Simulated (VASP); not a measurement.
# PbSe (Fm-3m) in VASP: a series of runs

The runs below take PbSe through single point, with PBE, PBEsol.

Everything below comes from runs of VASP 6.6.1. Logs are shortened: lines on timing, memory, paths and dates and some standing lists are left out, and cuts for length are marked.

## 1. The cell of the first run

The structure is cubic, space group Fm-3m (No. 225). Conventional cell: a = 6.032 Å, b = 6.032 Å, c = 6.032 Å, α = 90.00°, β = 90.00°, γ = 90.00°. Within 4.0 Å of Pb (site symmetry m-3m) lie 6 Se at 3.02 Å. Within 4.0 Å of Se (site symmetry m-3m) lie 6 Pb at 3.02 Å.

## 2. Single point, PBE (strained)

Input file INCAR:

```
SYSTEM = PbSe
PREC = Accurate
ENCUT = 520
EDIFF = 1E-6
ISMEAR = 0
SIGMA = 0.05
LREAL = .False.
LASPH = .True.
NELM = 60
ALGO = Normal
ISIF = 2
LWAVE = .False.
LCHARG = .True.
GGA = PE
LELF = .True.
LVHAR = .True.
NBANDS = 17
```

Input file KPOINTS:

```
regular mesh
0
Gamma
  10 10 10
  0 0 0
```

Input file POSCAR:

```
PbSe
1.0
    0.0000000000      3.0161565070      3.0161565070
    3.0161565070      0.0000000000      3.0161565070
    3.0161565070      3.0161565070      0.0000000000
Pb Se
1 1
Direct
    0.0000000000      0.0000000000      0.0000000000
    0.5000000000      0.5000000000      0.5000000000
```

Potentials or basis: VASP PAW PBE potentials, release 64 (Pb_d, Se).

The run is started by

```bash
$ cat potpaw_PBE.64/Pb_d/POTCAR potpaw_PBE.64/Se/POTCAR > POTCAR
$ mpirun -np 1 vasp_std > vasp.out
```

OUTCAR:

```text
SYSTEM = PbSe
   PREC = Accurate
   ENCUT = 520
   EDIFF = 1E-6
   ISMEAR = 0
   LREAL = .False.
   LASPH = .True.
   NELM = 60
   ISIF = 2
   GGA = PE

 ion  position               nearest neighbor table
   1  0.000  0.000  0.000-   2 3.02   2 3.02   2 3.02   2 3.02   2 3.02   2 3.02
   2  0.500  0.500  0.500-   1 3.02   1 3.02   1 3.02   1 3.02   1 3.02   1 3.02

  LATTYP: Found a face centered cubic cell.
 ALAT       =     6.0323130140

  Lattice vectors:

 A1 = (   0.0000000000,   3.0161565070,   3.0161565070)
 A2 = (   3.0161565070,   0.0000000000,   3.0161565070)
 A3 = (   3.0161565070,   3.0161565070,   0.0000000000)

Analysis of symmetry for initial positions (statically):
=====================================================================
 Subroutine PRICEL returns:
 Original cell was already a primitive cell.

 Routine SETGRP: Setting up the symmetry group for a
 face centered cubic supercell.

 Subroutine GETGRP returns: Found 48 space group operations
 (whereof 48 operations were pure point group operations)
 out of a pool of 48 trial point group operations.

The static configuration has the point symmetry O_h .

Analysis of symmetry for dynamics (positions and initial velocities):
=====================================================================
 Subroutine PRICEL returns:
 Original cell was already a primitive cell.

 Routine SETGRP: Setting up the symmetry group for a
 face centered cubic supercell.

 Subroutine GETGRP returns: Found 48 space group operations
 (whereof 48 operations were pure point group operations)
 out of a pool of 48 trial point group operations.

The dynamic configuration has the point symmetry O_h .

 Subroutine INISYM returns: Found 48 space group operations
 (whereof 48 operations are pure point group operations),
 and found     1 'primitive' translations

----------------------------------------------------------------------------------------

                                     Primitive cell

  volume of cell :      54.8772

  direct lattice vectors                    reciprocal lattice vectors
     0.000000000  3.016156507  3.016156507    -0.165773891  0.165773891  0.165773891
     3.016156507  0.000000000  3.016156507     0.165773891 -0.165773891  0.165773891
     3.016156507  3.016156507  0.000000000     0.165773891  0.165773891 -0.165773891

  length of vectors
     4.265489438  4.265489438  4.265489438     0.287128802  0.287128802  0.287128802

  position of ions in fractional coordinates (direct lattice)
     0.000000000  0.000000000  0.000000000
     0.500000000  0.500000000  0.500000000

  ion indices of the primitive-cell ions
   primitive index   ion index
                 1           1
                 2           2

----------------------------------------------------------------------------------------

 KPOINTS: regular mesh

Automatic generation of k-mesh.
 Grid dimensions read from file:
 generate k-points for:   10   10   10

 Generating k-lattice:

  Cartesian coordinates                     Fractional coordinates (reciprocal lattice)
    -0.016577389  0.016577389  0.016577389     0.100000000  0.000000000  0.000000000
     0.016577389 -0.016577389  0.016577389     0.000000000  0.100000000  0.000000000
     0.016577389  0.016577389 -0.016577389     0.000000000  0.000000000  0.100000000

  Length of vectors
     0.028712880  0.028712880  0.028712880

  Shift w.r.t. Gamma in fractional coordinates (k-lattice)
     0.000000000  0.000000000  0.000000000

 Subroutine IBZKPT returns following result:
 ===========================================

 Found     47 irreducible k-points:

 Following reciprocal coordinates:
            Coordinates               Weight
  0.000000  0.000000  0.000000      1.000000
  0.100000  0.000000  0.000000      8.000000
  0.200000  0.000000  0.000000      8.000000
  0.300000  0.000000  0.000000      8.000000
  0.400000  0.000000  0.000000      8.000000
  0.500000  0.000000  0.000000      4.000000
[... 16 lines left out ...]
  0.300000  0.300000  0.000000      6.000000
  0.400000  0.300000  0.000000     24.000000
 [... further k-points ...]
   k-points           NKPTS =     47   k-points in BZ     NKDIM =     47   number of bands    NBANDS=     17
   number of dos      NEDOS =    301   number of ions     NIONS =      2
   total plane-waves  NPLWV =  32768
   dimension x,y,z NGX =    32 NGY =   32 NGZ =   32
   dimension x,y,z NGXF=    64 NGYF=   64 NGZF=   64
   ions per type =               1   1
   NGX,Y,Z   is equivalent  to a cutoff of  12.47, 12.47, 12.47 a.u.
   NGXF,Y,Z  is equivalent  to a cutoff of  24.94, 24.94, 24.94 a.u.
 SYSTEM =  PbSe
   PREC   = accura    normal or accurate (medium, high low for compatibility)
   ISTART =      0    job   : 0-new  1-cont  2-samecut
   ICHARG =      2    charge: 1-file 2-atom 10-const
   ISPIN  =      1    spin polarized calculation?
   LNONCOLLINEAR =      F non collinear calculations
[... 99 lines left out ...]
      3     -11.2870      2.00000
      4     -11.2631      2.00000
      5     -11.2631      2.00000
      6      -7.6887      2.00000
[... 9 lines left out ...]
     16      13.7731      0.00000
     17      17.6606      0.00000

 k-point     5 :       0.4000    0.0000    0.0000
  band No.  band energies     occupation
      1     -11.3148      2.00000
      2     -11.3148      2.00000
      3     -11.2866      2.00000
      4     -11.2533      2.00000
      5     -11.2533      2.00000
      6      -7.3383      2.00000
[... 9 lines left out ...]
     16      14.9057      0.00000
     17      16.9495      0.00000

 k-point     6 :       0.5000    0.0000    0.0000
  band No.  band energies     occupation
      1     -11.3176      2.00000
      2     -11.3176      2.00000
      3     -11.2865      2.00000
      4     -11.2495      2.00000
      5     -11.2495      2.00000
      6      -7.1771      2.00000
[... 9 lines left out ...]
     16      15.7478      0.00000
     17      15.8985      0.00000

 k-point     7 :       0.1000    0.1000    0.0000
  band No.  band energies     occupation
      1     -11.2951      2.00000
      2     -11.2911      2.00000
      3     -11.2851      2.00000
      4     -11.2842      2.00000
      5     -11.2842      2.00000
      6      -8.2413      2.00000
[... 9 lines left out ...]
     16      12.7708      0.00000
     17      14.5129      0.00000

 k-point     8 :       0.2000    0.1000    0.0000
  band No.  band energies     occupation
      1     -11.3056      2.00000
      2     -11.2914      2.00000
      3     -11.2889      2.00000
      4     -11.2781      2.00000
      5     -11.2739      2.00000
      6      -8.0536      2.00000
[... 9 lines left out ...]
     16      13.4295      0.00000
     17      15.3855      0.00000
[... 203 lines left out ...]
      1     -11.3601      2.00000
      2     -11.2980      2.00000
      3     -11.2853      2.00000
      4     -11.2594      2.00000
      5     -11.2463      2.00000
      6      -7.0380      2.00000
[... 9 lines left out ...]
     16      16.1055      0.00000
     17      16.6381      0.00000

 k-point    20 :      -0.4000    0.2000    0.0000
  band No.  band energies     occupation
      1     -11.3512      2.00000
      2     -11.3043      2.00000
      3     -11.2783      2.00000
      4     -11.2617      2.00000
      5     -11.2505      2.00000
      6      -6.9982      2.00000
[... 9 lines left out ...]
     16      14.8602      0.00000
     17      17.3855      0.00000

 k-point    21 :      -0.3000    0.2000    0.0000
  band No.  band energies     occupation
      1     -11.3345      2.00000
      2     -11.3069      2.00000
      3     -11.2783      2.00000
      4     -11.2620      2.00000
      5     -11.2598      2.00000
      6      -7.2225      2.00000
[... 9 lines left out ...]
     16      15.3013      0.00000
     17      16.5279      0.00000

 k-point    22 :      -0.2000    0.2000    0.0000
  band No.  band energies     occupation
      1     -11.3158      2.00000
      2     -11.3061      2.00000
      3     -11.2834      2.00000
      4     -11.2695      2.00000
      5     -11.2620      2.00000
      6      -7.5597      2.00000
[... 9 lines left out ...]
     16      15.2558      0.00000
     17      15.8233      0.00000

 k-point    23 :       0.3000    0.3000    0.0000
  band No.  band energies     occupation
      1     -11.3761      2.00000
      2     -11.3034      2.00000
      3     -11.2725      2.00000
      4     -11.2549      2.00000
      5     -11.2549      2.00000
      6      -7.4256      2.00000
[... 9 lines left out ...]
     16      15.7173      0.00000
     17      16.2227      0.00000

 k-point    24 :       0.4000    0.3000    0.0000
  band No.  band energies     occupation
      1     -11.3978      2.00000
      2     -11.3034      2.00000
      3     -11.2742      2.00000
      4     -11.2493      2.00000
      5     -11.2463      2.00000
      6      -7.1450      2.00000
[... 9 lines left out ...]
     16      16.4078      0.00000
     17      17.1516      0.00000

 [... further k-points ...]

------------------------ aborting loop because EDIFF is reached ----------------------------------------

  FORCE on cell =-STRESS in cart. coord.  units (eV):
  Direction    XX          YY          ZZ          XY          YZ          ZX
  --------------------------------------------------------------------------------------
  -------------------------------------------------------------------------------------
  Total        1.7726810      1.7726810      1.7726810      0.0000000      0.0000000     -0.0000000
  in kB       51.7546730     51.7546730     51.7546730      0.0000000      0.0000000     -0.0000000
  external PRESSURE =      51.7546730 kB  Pullay stress =       0.0000000 kB

 VOLUME and BASIS-vectors are now :
 -----------------------------------------------------------------------------
  energy-cutoff  :      520.00
  volume of cell :       54.88
      direct lattice vectors                 reciprocal lattice vectors
     0.000000000  3.016156507  3.016156507    -0.165773891  0.165773891  0.165773891
     3.016156507  0.000000000  3.016156507     0.165773891 -0.165773891  0.165773891
     3.016156507  3.016156507  0.000000000     0.165773891  0.165773891 -0.165773891

 POSITION                                       TOTAL-FORCE (eV/Angst)
 -----------------------------------------------------------------------------------
      0.00000      0.00000      0.00000        -0.000000     -0.000000     -0.000000
      3.01616      3.01616      3.01616         0.000000      0.000000      0.000000
 -----------------------------------------------------------------------------------
    total drift:                                0.000000     -0.000000     -0.000000

  FREE ENERGIE OF THE ION-ELECTRON SYSTEM (eV)
  ---------------------------------------------------
  free  energy   TOTEN  =        -8.1191154456 eV

  energy  without entropy=       -8.1190785927  energy(sigma->0) =       -8.11909702
```

Wall time 35 s (1 thread of Intel Xeon Platinum 8488C (Sapphire Rapids), shared host); peak memory 0.2 GiB.

What came out:

- Free energy: -8.1191 eV
- Pressure: 5.2 GPa
- Band gap on the k mesh: 0.13 eV, direct

Caveat: the cell differs from its parent crystal (strained); spin-orbit coupling is left out, which moves the levels of the heavy elements.

## 3. Single point, PBE (strained)

Input file INCAR:

```
SYSTEM = PbSe
ALGO     = Normal         ! electronic algorithm
EDIFF    = 1E-6           ! SCF threshold, eV
ENCUT    = 520            ! plane-wave cutoff, eV
GGA      = PE             ! functional
ISIF     = 2              ! what is computed and relaxed
ISMEAR   = 0              ! smearing method
LASPH    = .True.         ! aspherical terms in the spheres
LCHARG   = .False.        ! write CHGCAR
LREAL    = .False.        ! projectors in reciprocal space
LWAVE    = .False.        ! write WAVECAR
NBANDS   = 17             ! bands
NELM     = 80             ! most SCF steps
PREC     = Accurate       ! precision mode
SIGMA    = 0.05           ! smearing width, eV
```

Input file KPOINTS:

```
k-points
0
Gamma
  10 10 10
  0 0 0
```

Input file POSCAR:

```
PbSe
1.0
    0.0000000000      3.0326308740      3.0326308740
    3.0326308740      0.0000000000      3.0326308740
    3.0326308740      3.0326308740      0.0000000000
Pb Se
1 1
Direct
    0.0000000000      0.0000000000      0.0000000000
    0.5000000000      0.5000000000      0.5000000000
```

Potentials or basis: VASP PAW PBE potentials, release 64 (Pb_d, Se).

The run is started by

```bash
$ cat potpaw_PBE.64/Pb_d/POTCAR potpaw_PBE.64/Se/POTCAR > POTCAR
$ mpirun -np 1 vasp_std > vasp.out
```

It took 28 s on 1 thread of Intel Xeon Platinum 8488C (Sapphire Rapids), shared host; peak memory 0.2 GiB.

It converged, with:

```
Free energy            : -8.1455 eV
Pressure               : 4.1 GPa
Band gap on the k mesh : 0.20 eV, direct
```

Levels at points of the mesh, in eV from the valence-band top:
| k point | band 6 | band 7 | band 8 | band 9 | band 10 | band 11 | band 12 | band 13 | band 14 | band 15 |
| --- | --- | --- | --- | --- | --- | --- | --- | --- | --- | --- |
| (0.00, 0.00, 0.00) | -13.86 | -6.29 | -2.03 | -2.03 | -2.03 | 4.75 | 4.75 | 4.75 | 6.43 | 6.43 |
| (0.50, 0.00, 0.00) | -12.73 | -8.99 | -1.60 | -1.60 | 0.00 | 0.20 | 1.61 | 1.61 | 8.56 | 10.11 |
| (0.50, 0.50, 0.00) | -12.31 | -7.46 | -5.25 | -3.44 | -3.44 | 3.55 | 5.69 | 5.69 | 6.14 | 11.33 |

Caveat: the cell differs from its parent crystal (strained); spin-orbit coupling is left out, which moves the levels of the heavy elements.

## 4. Single point, PBE (strained)

Input file INCAR:

```
ALGO     = Normal         # electronic algorithm
EDIFF    = 1E-7           # SCF threshold, eV
ENCUT    = 520            # plane-wave cutoff, eV
GGA      = PE             # functional
ISIF     = 2              # what is computed and relaxed
ISMEAR   = 0              # smearing method
LASPH    = True           # aspherical terms in the spheres
LCHARG   = False          # write CHGCAR
LREAL    = False          # projectors in reciprocal space
LWAVE    = False          # write WAVECAR
NBANDS   = 17             # bands
NELM     = 60             # most SCF steps
PREC     = Accurate       # precision mode
SIGMA    = 0.05           # smearing width, eV
```

Input file KPOINTS:

```
k-points
0
Gamma
  10 10 10
```

Input file POSCAR:

```
PbSe
1.0
    0.0000000000      3.1122773955      3.1122773955
    3.1122773955      0.0000000000      3.1122773955
    3.1122773955      3.1122773955      0.0000000000
Pb Se
1 1
Direct
    0.0000000000      0.0000000000      0.0000000000
    0.5000000000      0.5000000000      0.5000000000
```

The run is started by

```bash
$ cat potpaw_PBE.64/Pb_d/POTCAR potpaw_PBE.64/Se/POTCAR > POTCAR
$ mpirun -np 1 vasp_std > vasp.out
```

It took 46 s on 1 thread of Intel Xeon Platinum 8488C (Sapphire Rapids), shared host; peak memory 0.22 GiB.

The run converged. Its results:

| Property | Result |
| --- | --- |
| Free energy | -8.1981 eV |
| Pressure | -0.2 GPa |
| Band gap on the k mesh | 0.45 eV, direct |

Levels at points of the mesh, in eV from the valence-band top:
| k point | band 8 | band 9 | band 10 | band 11 | band 12 | band 13 |
| --- | --- | --- | --- | --- | --- | --- |
| (0.00, 0.00, 0.00) | -1.62 | -1.62 | -1.62 | 4.63 | 4.63 | 4.63 |
| (0.50, 0.00, 0.00) | -1.24 | -1.24 | 0.00 | 0.45 | 1.83 | 1.83 |
| (0.50, 0.50, 0.00) | -4.54 | -2.89 | -2.89 | 3.94 | 5.46 | 5.46 |

Caveat: the cell differs from its parent crystal (strained); spin-orbit coupling is left out, which moves the levels of the heavy elements. A k mesh can miss the band edges.

## 5. Single point, PBEsol (functional PBEsol, strained)

Input file INCAR:

```
ALGO = Normal
EDIFF = 1E-7
ENCUT = 520
GGA = PS
ISIF = 2
ISMEAR = 0
LASPH = True
LCHARG = False
LREAL = False
LWAVE = False
NBANDS = 17
NELM = 100
PREC = Accurate
SIGMA = 0.05
```

KPOINTS is that of step 4.

Input file POSCAR:

```
PbSe
1.0
    0.0000000000      3.1462978820      3.1462978820
    3.1462978820      0.0000000000      3.1462978820
    3.1462978820      3.1462978820      0.0000000000
Pb Se
1 1
Direct
    0.0000000000      0.0000000000      0.0000000000
    0.5000000000      0.5000000000      0.5000000000
```

The run is started by

```bash
$ cat potpaw_PBE.64/Pb_d/POTCAR potpaw_PBE.64/Se/POTCAR > POTCAR
$ mpirun -np 1 vasp_std > vasp.out
```

Wall time 43 s (1 thread of Intel Xeon Platinum 8488C (Sapphire Rapids), shared host); peak memory 0.23 GiB.

Results (log left out):

| Item | Value |
| --- | --- |
| Free energy | -8.8436 eV |
| Pressure | -4.0 GPa |
| Band gap on the k mesh | 0.45 eV, direct |

Levels at points of the mesh, in eV from the valence-band top:
| k point | band 8 | band 9 | band 10 | band 11 | band 12 | band 13 |
| --- | --- | --- | --- | --- | --- | --- |
| (0.00, 0.00, 0.00) | -1.46 | -1.46 | -1.46 | 4.55 | 4.55 | 4.55 |
| (0.50, 0.00, 0.00) | -1.10 | -1.10 | 0.00 | 0.45 | 1.87 | 1.87 |
| (0.50, 0.50, 0.00) | -4.30 | -2.69 | -2.69 | 3.97 | 5.33 | 5.33 |

Caveat: the cell differs from its parent crystal (functional PBEsol, strained); the PAW data sets were made with another functional, which shifts forces and pressure a little; spin-orbit coupling is left out, which moves the levels of the heavy elements. A k mesh can miss the band edges.

## 6. Overview

```tsv
level	cell	gap on the mesh (eV)	pressure (GPa)
PBE	a = 4.265 Å, angles 60.0°, 2 atoms	0.13	5.2
PBE	a = 4.289 Å, angles 60.0°, 2 atoms	0.20	4.1
PBE	a = 4.401 Å, angles 60.0°, 2 atoms	0.45	-0.2
PBEsol	a = 4.450 Å, angles 60.0°, 2 atoms	0.45	-4.0
```

Alike in all rows: task single point; potentials or basis VASP PAW PBE potentials, release 64 (Pb_d, Se); no spin polarisation; k mesh 10 × 10 × 10; cutoff (eV) 520; smearing gaussian 0.05 eV.

Caveats: spin-orbit coupling is left out, which moves the levels of the heavy elements; the PAW data sets were made with another functional, which shifts forces and pressure a little (some runs).

Absolute energies hang on the potentials; compare differences alone.
